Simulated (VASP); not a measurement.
# Pt (P6_3/mmc) in VASP: notebook

The runs below take Pt through single point, with r2SCAN.

Program: VASP 6.6.1. These are calculated values, not measurements. Logs are shortened: lines on timing, memory, paths and dates and some standing lists are left out, and cuts for length are marked.

### Step 1. The cell of the first run

It takes space group P6_3/mmc (No. 194, hexagonal). Conventional cell: a = 2.742 Å, b = 2.742 Å, c = 4.760 Å, α = 90.00°, β = 90.00°, γ = 120.00°. Pt (site symmetry -6m2) has 12 Pt at 2.74 to 2.86 Å within 3.6 Å.

### Step 2. Single point, r2SCAN

POSCAR

```
Pt
1.0
    2.7421371004      0.0000000000      0.0000000000
   -1.3710685502      2.3747603895      0.0000000000
    0.0000000000      0.0000000000      4.7599710578
Pt
2
Direct
    0.3333333333      0.6666666667      0.2500000000
    0.6666666667      0.3333333333      0.7500000000
```

INCAR.step1

```
SYSTEM = Pt
PREC = Accurate
ENCUT = 520
ISMEAR = -1
SIGMA = 0.05
LREAL = .False.
LASPH = .True.
NELM = 100
NBANDS = 17
GGA = PE
ALGO = Normal
EDIFF = 1E-4
LWAVE = .True.
LCHARG = .False.
```

INCAR.step2

```
SYSTEM = Pt
PREC = Accurate
ENCUT = 520
EDIFF = 1E-6
ISMEAR = -1
SIGMA = 0.05
LREAL = .False.
LASPH = .True.
NELM = 100
ALGO = Normal
ISIF = 2
LWAVE = .False.
LCHARG = .False.
METAGGA = R2SCAN
LMIXTAU = .True.
NBANDS = 17
ISTART = 1
```

KPOINTS

```
regular mesh
0
Gamma
  11 11 6
  0 0 0
```

Potentials or basis: VASP PAW PBE potentials, release 64 (Pt).

Launch:

```
cat potpaw_PBE.64/Pt/POTCAR > POTCAR
cp INCAR.step1 INCAR
mpirun -np 1 vasp_std > vasp.out
cp INCAR.step2 INCAR
mpirun -np 1 vasp_std > vasp.out
```

OUTCAR:

```text
SYSTEM = Pt
   PREC = Accurate
   ENCUT = 520
   EDIFF = 1E-6
   ISMEAR = -1
   LREAL = .False.
   LASPH = .True.
   NELM = 100
   ISIF = 2
   METAGGA = R2SCAN
   ISTART = 1

 ion  position               nearest neighbor table
   1  0.333  0.667  0.250-   2 2.86   2 2.86   2 2.86   2 2.86   2 2.86   2 2.86
   2  0.667  0.333  0.750-   1 2.86   1 2.86   1 2.86   1 2.86   1 2.86   1 2.86

  LATTYP: Found a hexagonal cell.
 ALAT       =     2.7421371004
 C/A-ratio  =     1.7358618054

  Lattice vectors:

 A1 = (   2.7421371004,   0.0000000000,   0.0000000000)
 A2 = (  -1.3710685502,   2.3747603895,   0.0000000000)
 A3 = (   0.0000000000,   0.0000000000,   4.7599710578)

Analysis of symmetry for initial positions (statically):
=====================================================================
 Subroutine PRICEL returns:
 Original cell was already a primitive cell.

 Routine SETGRP: Setting up the symmetry group for a
 hexagonal supercell.

 Subroutine GETGRP returns: Found 24 space group operations
 (whereof 12 operations were pure point group operations)
 out of a pool of 24 trial point group operations.

The static configuration has the point symmetry D_3d.
 The point group associated with its full space group is D_6h.

Analysis of symmetry for dynamics (positions and initial velocities):
=====================================================================
 Subroutine PRICEL returns:
 Original cell was already a primitive cell.

 Routine SETGRP: Setting up the symmetry group for a
 hexagonal supercell.

 Subroutine GETGRP returns: Found 24 space group operations
 (whereof 12 operations were pure point group operations)
 out of a pool of 24 trial point group operations.

The dynamic configuration has the point symmetry D_3d.
 The point group associated with its full space group is D_6h.

 Subroutine INISYM returns: Found 24 space group operations
 (whereof 12 operations are pure point group operations),
 and found     1 'primitive' translations

----------------------------------------------------------------------------------------

                                     Primitive cell

  volume of cell :      30.9965

  direct lattice vectors                    reciprocal lattice vectors
     2.742137100  0.000000000  0.000000000     0.364679067  0.210547558  0.000000000
    -1.371068550  2.374760390  0.000000000     0.000000000  0.421095115  0.000000000
     0.000000000  0.000000000  4.759971058     0.000000000  0.000000000  0.210085311

  length of vectors
     2.742137100  2.742137100  4.759971058     0.421095115  0.421095115  0.210085311

  position of ions in fractional coordinates (direct lattice)
     0.333333333  0.666666667  0.250000000
     0.666666667  0.333333333  0.750000000

  ion indices of the primitive-cell ions
   primitive index   ion index
                 1           1
                 2           2

----------------------------------------------------------------------------------------

 KPOINTS: regular mesh

Automatic generation of k-mesh.
 Grid dimensions read from file:
 generate k-points for:   11   11    6

 Generating k-lattice:

  Cartesian coordinates                     Fractional coordinates (reciprocal lattice)
     0.033152642  0.019140687  0.000000000     0.090909091  0.000000000  0.000000000
     0.000000000  0.038281374  0.000000000     0.000000000  0.090909091  0.000000000
     0.000000000  0.000000000  0.035014218     0.000000000  0.000000000  0.166666667

  Length of vectors
     0.038281374  0.038281374  0.035014218

  Shift w.r.t. Gamma in fractional coordinates (k-lattice)
     0.000000000  0.000000000  0.000000000

 Subroutine IBZKPT returns following result:
 ===========================================

 Found     64 irreducible k-points:

 Following reciprocal coordinates:
            Coordinates               Weight
  0.000000  0.000000  0.000000      1.000000
  0.090909  0.000000  0.000000      6.000000
  0.181818 -0.000000  0.000000      6.000000
  0.272727  0.000000  0.000000      6.000000
  0.363636 -0.000000  0.000000      6.000000
  0.454545 -0.000000  0.000000      6.000000
[... 16 lines left out ...]
  0.090909  0.090909  0.166667     12.000000
  0.181818  0.090909  0.166667     24.000000
 [... further k-points ...]
   k-points           NKPTS =     64   k-points in BZ     NKDIM =     64   number of bands    NBANDS=     17
   number of dos      NEDOS =    301   number of ions     NIONS =      2
   total plane-waves  NPLWV =  14400
   dimension x,y,z NGX =    20 NGY =   20 NGZ =   36
   dimension x,y,z NGXF=    40 NGYF=   40 NGZF=   72
   ions per type =               2
   NGX,Y,Z   is equivalent  to a cutoff of  12.13, 12.13, 12.57 a.u.
   NGXF,Y,Z  is equivalent  to a cutoff of  24.25, 24.25, 25.15 a.u.
 SYSTEM =  Pt
   PREC   = accura    normal or accurate (medium, high low for compatibility)
   ISTART =      1    job   : 0-new  1-cont  2-samecut
   ICHARG =      0    charge: 1-file 2-atom 10-const
   ISPIN  =      1    spin polarized calculation?
   LNONCOLLINEAR =      F non collinear calculations
   LSORBIT =      F    spin-orbit coupling
   LASPH  =      T    aspherical Exc in radial PAW
   ENCUT  =  520.0 eV  38.22 Ry    6.18 a.u.   5.10  5.10  8.85*2*pi/ulx,y,z
   NELM   =    100;   NELMIN=  2; NELMDL=  0     # of ELM steps
   EDIFF  = 0.1E-05   stopping-criterion for ELM
   LREAL  =      F    real-space projection
   EDIFFG = 0.1E-04   stopping-criterion for IOM
   NSW    =      0    number of steps for IOM
   IBRION =     -1    ionic relax: 0-MD 1-quasi-New 2-CG
   NFREE  =      0    steps in history (QN), initial steepest desc. (CG)
   ISIF   =      2    stress and relaxation
   ISYM   =      2    0-nonsym 1-usesym 2-fastsym
   POTIM  = 0.5000    time-step for ionic-motion
   TEBEG  =    0.0;   TEEND  =   0.0 temperature during run
   PSTRESS=    0.0 pullay stress
   NELECT =      20.0000    total number of electrons
   NUPDOWN=      -1.0000    fix difference up-down
   EMIN   =  10.00;   EMAX   =-10.00  energy-range for DOS
   EFERMI =   0.00;   METHOD = LEGACY
   ISMEAR =    -1;   SIGMA  =   0.05  broadening in eV -4-tet -1-fermi 0-gaus
   EFERMI_NEDOS =   21; number of points for ismear=-14 and -15
   IALGO  =     38    algorithm
   IMIX   =      4    mixing-type and parameters
     AMIX     =   0.40;   BMIX     =  1.00
     AMIX_MAG =   1.60;   BMIX_MAG =  1.00
  volume/ion in A,a.u.               =      15.50       104.59
  Fermi-wavevector in a.u.,A,eV,Ry     =   1.414644  2.673289 27.228208  2.001217
  Thomas-Fermi vector in A             =   2.536165
   LORBIT       =      0    0 simple, 1 ext, 2 COOP (PROOUT), +10 PAW based schemes
   METAGGA = R2SCAN    functional components
   LHFCALC =     F    Hartree Fock is set to
   AEXX    =    0.0000 exact exchange contribution
   IVDW    =     0    specifies the selected vdW correction
   LEPSILON=     F    determine dielectric tensor
   LRPA    =     F    only Hartree local field effects (RPA)
 non-spin polarized calculation
  energy-cutoff  :      520.00
  volume of cell :       31.00
 maximum number of plane-waves:       845
   NGX = 11   NGY = 11   NGZ = 17

 number of electron      20.0000000 magnetization

 Free energy of the ion-electron system (eV)
  ---------------------------------------------------
  ext. energy  EPLUGINS =         0.00000000
  ---------------------------------------------------
  free energy    TOTEN  =      -102.88087364 eV

  energy without entropy =     -102.84916426  energy(sigma->0) =     -102.86501895

 E-fermi :  10.4696     XC(G=0): -14.4299

 val. band max:       10.4676813411   @ k =   0.3636   0.0909   0.0000
 cond. band min:      10.4791938500   @ k =   0.2727   0.2727   0.5000
 fundamental gap:      0.0115125089
 Fermi energy:        10.4696359287

 k-point     1 :       0.0000    0.0000    0.0000
  band No.  band energies     occupation
      1       0.3192      2.00000
      2       3.0012      2.00000
      3       6.2974      2.00000
      4       6.8319      2.00000
      5       6.8319      2.00000
      6       7.2168      2.00000
[... 9 lines left out ...]
     16      28.7090      0.00000
     17      32.7600      0.00000

 k-point     2 :       0.0909    0.0000    0.0000
  band No.  band energies     occupation
      1       0.6358      2.00000
      2       3.2903      2.00000
      3       6.2435      2.00000
      4       6.8407      2.00000
      5       7.0759      2.00000
      6       7.0763      2.00000
[... 9 lines left out ...]
     16      29.0462      0.00000
     17      31.2095      0.00000

 k-point     3 :       0.1818   -0.0000    0.0000
  band No.  band energies     occupation
      1       1.5138      2.00000
      2       3.9774      2.00000
      3       6.0057      2.00000
      4       6.6139      2.00000
      5       6.7547      2.00000
      6       7.3616      2.00000
[... 9 lines left out ...]
     16      29.0879      0.00000
     17      29.3011      0.00000

 k-point     4 :       0.2727    0.0000    0.0000
  band No.  band energies     occupation
      1       2.6681      2.00000
      2       4.2757      2.00000
      3       5.6487      2.00000
      4       6.2308      2.00000
      5       6.4530      2.00000
      6       7.5484      2.00000
[... 9 lines left out ...]
     16      27.1971      0.00000
     17      29.5953      0.00000
[... 343 lines left out ...]
      1       3.5201      2.00000
      2       3.7573      2.00000
      3       4.8243      2.00000
      4       5.9172      2.00000
      5       7.3039      2.00000
      6       7.5103      2.00000
[... 9 lines left out ...]
     16      23.9569      0.00000
     17      25.1261      0.00000

 k-point    23 :       0.0909    0.0909    0.1667
  band No.  band energies     occupation
      1       1.4714      2.00000
      2       3.8062      2.00000
      3       6.0676      2.00000
      4       6.4671      2.00000
      5       6.6917      2.00000
      6       7.2322      2.00000
[... 9 lines left out ...]
     16      28.4069      0.00000
     17      29.1394      0.00000

 k-point    24 :       0.1818    0.0909    0.1667
  band No.  band energies     occupation
      1       2.4916      2.00000
      2       4.5244      2.00000
      3       5.7280      2.00000
      4       5.8648      2.00000
      5       6.4555      2.00000
      6       7.0589      2.00000
[... 9 lines left out ...]
     16      28.0147      0.00000
     17      28.9130      0.00000

 [... further k-points ...]
[... 5 lines left out ...]
  --------------------------------------------------------------------------------------
  -------------------------------------------------------------------------------------
  Total       -0.0916353     -0.0916353     -0.1940996     -0.0000000      0.0000000      0.0000000
  in kB       -4.7365267     -4.7365267    -10.0327955     -0.0000000      0.0000000      0.0000000
  external PRESSURE =      -6.5019496 kB  Pullay stress =       0.0000000 kB

 VOLUME and BASIS-vectors are now :
 -----------------------------------------------------------------------------
  energy-cutoff  :      520.00
  volume of cell :       31.00
      direct lattice vectors                 reciprocal lattice vectors
     2.742137100  0.000000000  0.000000000     0.364679067  0.210547558  0.000000000
    -1.371068550  2.374760390  0.000000000     0.000000000  0.421095115  0.000000000
     0.000000000  0.000000000  4.759971058     0.000000000  0.000000000  0.210085311

 POSITION                                       TOTAL-FORCE (eV/Angst)
 -----------------------------------------------------------------------------------
     -0.00000      1.58317      1.18999        -0.000000      0.000000      0.000000
      1.37107      0.79159      3.56998         0.000000      0.000000      0.000000
 -----------------------------------------------------------------------------------
    total drift:                                0.000000     -0.000000      0.000000

  FREE ENERGIE OF THE ION-ELECTRON SYSTEM (eV)
  ---------------------------------------------------
  free  energy   TOTEN  =      -102.8808736442 eV

  energy  without entropy=     -102.8491642640  energy(sigma->0) =     -102.86501895
```

It took 42 s on 1 thread of Intel Xeon 6975P-C (Granite Rapids), shared host; peak memory 0.16 GiB.

Results:

```
Free energy            : -102.8809 eV
Pressure               : -0.7 GPa
Band gap on the k mesh : zero (band 10 reaches 10.90 eV, above the bottom of band 11 at 9.58 eV)
```

Levels at points of the mesh, in eV from the Fermi level:
```csv
k point,band 6,band 7,band 8,band 9,band 10,band 11,band 12,band 13,band 14,band 15
"(0.00, 0.00, 0.00)",-3.25,-3.25,-1.96,-1.96,-0.62,-0.28,-0.28,5.06,16.05,16.57
"(0.00, 0.00, 0.50)",-3.64,-3.64,-3.64,-0.89,-0.89,-0.89,-0.89,12.70,12.70,16.44
```

Caveat: the PAW data sets were made with another functional, which shifts forces and pressure a little; spin-orbit coupling is left out, which moves the levels of the heavy elements.

### Step 3. Single point, r2SCAN

This run uses another cell than the first one, of 15.81 Å³/atom, 1.020 times its volume.

POSCAR

```
Pt
1.0
    2.7606656158      0.0000000000      0.0000000000
   -1.3803328079      2.3908065546      0.0000000000
    0.0000000000      0.0000000000      4.7921340000
Pt
2
Direct
    0.3333333333      0.6666666667      0.2500000000
    0.6666666667      0.3333333333      0.7500000000
```

Changes to INCAR.step1 since step 2:

```diff
@@ -7,3 +7,3 @@
 LASPH = .True.
-NELM = 100
+NELM = 80
 NBANDS = 17
```

Changes to INCAR.step2 since step 2:

```diff
@@ -3,3 +3,3 @@
 ENCUT = 520
-EDIFF = 1E-6
+EDIFF = 1E-7
 ISMEAR = -1
@@ -8,3 +8,3 @@
 LASPH = .True.
-NELM = 100
+NELM = 80
 ALGO = Normal
```

KPOINTS

```
Automatic mesh
0
Gamma
  11 11 6
  0 0 0
```

Potentials or basis: VASP PAW PBE potentials, release 64 (Pt).

Launch:

```
cat potpaw_PBE.64/Pt/POTCAR > POTCAR
cp INCAR.step1 INCAR
mpirun -np 1 vasp_std > vasp.out
cp INCAR.step2 INCAR
mpirun -np 1 vasp_std > vasp.out
```

OUTCAR:

```text
SYSTEM = Pt
   PREC = Accurate
   ENCUT = 520
   EDIFF = 1E-7
   ISMEAR = -1
   LREAL = .False.
   LASPH = .True.
   NELM = 80
   ISIF = 2
   METAGGA = R2SCAN
   ISTART = 1

 ion  position               nearest neighbor table
   1  0.333  0.667  0.250-   2 2.88   2 2.88   2 2.88   2 2.88   2 2.88   2 2.88
   2  0.667  0.333  0.750-   1 2.88   1 2.88   1 2.88   1 2.88   1 2.88   1 2.88

  LATTYP: Found a hexagonal cell.
 ALAT       =     2.7606656158
 C/A-ratio  =     1.7358618054

  Lattice vectors:

[... 193 lines left out ...]
      5       6.5778      2.00000
      6       6.9488      2.00000
[... 457 lines left out ...]
      4       5.6432      2.00000
      5       6.2167      2.00000
      6       6.8013      2.00000
[... 9 lines left out ...]
     16      27.5678      0.00000
     17      28.4426      0.00000

 [... further k-points ...]
[... 5 lines left out ...]
  --------------------------------------------------------------------------------------
  -------------------------------------------------------------------------------------
  Total       -1.1412981     -1.1412981     -1.0823613      0.0000000      0.0000000      0.0000000
  in kB      -57.8125961    -57.8125961    -54.8271473      0.0000000      0.0000000      0.0000000
  external PRESSURE =     -56.8174465 kB  Pullay stress =       0.0000000 kB

 VOLUME and BASIS-vectors are now :
 -----------------------------------------------------------------------------
  energy-cutoff  :      520.00
  volume of cell :       31.63
      direct lattice vectors                 reciprocal lattice vectors
     2.760665616  0.000000000  0.000000000     0.362231483  0.209134444  0.000000000
    -1.380332808  2.390806555  0.000000000     0.000000000  0.418268888  0.000000000
     0.000000000  0.000000000  4.792134000     0.000000000  0.000000000  0.208675300

 POSITION                                       TOTAL-FORCE (eV/Angst)
 -----------------------------------------------------------------------------------
     -0.00000      1.59387      1.19803        -0.000000     -0.000000      0.000000
      1.38033      0.79694      3.59410         0.000000      0.000000      0.000000
 -----------------------------------------------------------------------------------
    total drift:                               -0.000000      0.000000     -0.000000

  FREE ENERGIE OF THE ION-ELECTRON SYSTEM (eV)
  ---------------------------------------------------
  free  energy   TOTEN  =      -102.8684191071 eV

  energy  without entropy=     -102.8358368752  energy(sigma->0) =     -102.85212799
```

OUTCAR.step1:

```text
SYSTEM = Pt
   PREC = Accurate
   ENCUT = 520
   ISMEAR = -1
   LREAL = .False.
   LASPH = .True.
[... 704 lines left out ...]
     -0.00000      1.59387      1.19803        -0.000000     -0.000000      0.000000
      1.38033      0.79694      3.59410         0.000000      0.000000      0.000000
 -----------------------------------------------------------------------------------
    total drift:                               -0.000000      0.000000     -0.000000

  FREE ENERGIE OF THE ION-ELECTRON SYSTEM (eV)
  ---------------------------------------------------
  free  energy   TOTEN  =       -12.0857323868 eV

  energy  without entropy=      -12.0497634199  energy(sigma->0) =      -12.06774790
```

Wall time 48 s (1 thread of Intel Xeon 6975P-C (Granite Rapids), shared host); peak memory 0.18 GiB.

Results:

| Property | Result |
| --- | --- |
| Free energy | -102.8684 eV |
| Pressure | -5.7 GPa |
| Band gap on the k mesh | zero (band 10 reaches 10.51 eV, above the bottom of band 11 at 9.24 eV) |

Levels at points of the mesh, in eV from the Fermi level:
| k point | band 8 | band 9 | band 10 | band 11 | band 12 | band 13 |
| --- | --- | --- | --- | --- | --- | --- |
| (0.00, 0.00, 0.00) | -1.90 | -1.90 | -0.52 | -0.27 | -0.27 | 4.93 |
| (0.00, 0.00, 0.50) | -3.52 | -0.86 | -0.86 | -0.86 | -0.86 | 12.55 |

Caveat: the PAW data sets were made with another functional, which shifts forces and pressure a little; spin-orbit coupling is left out, which moves the levels of the heavy elements.
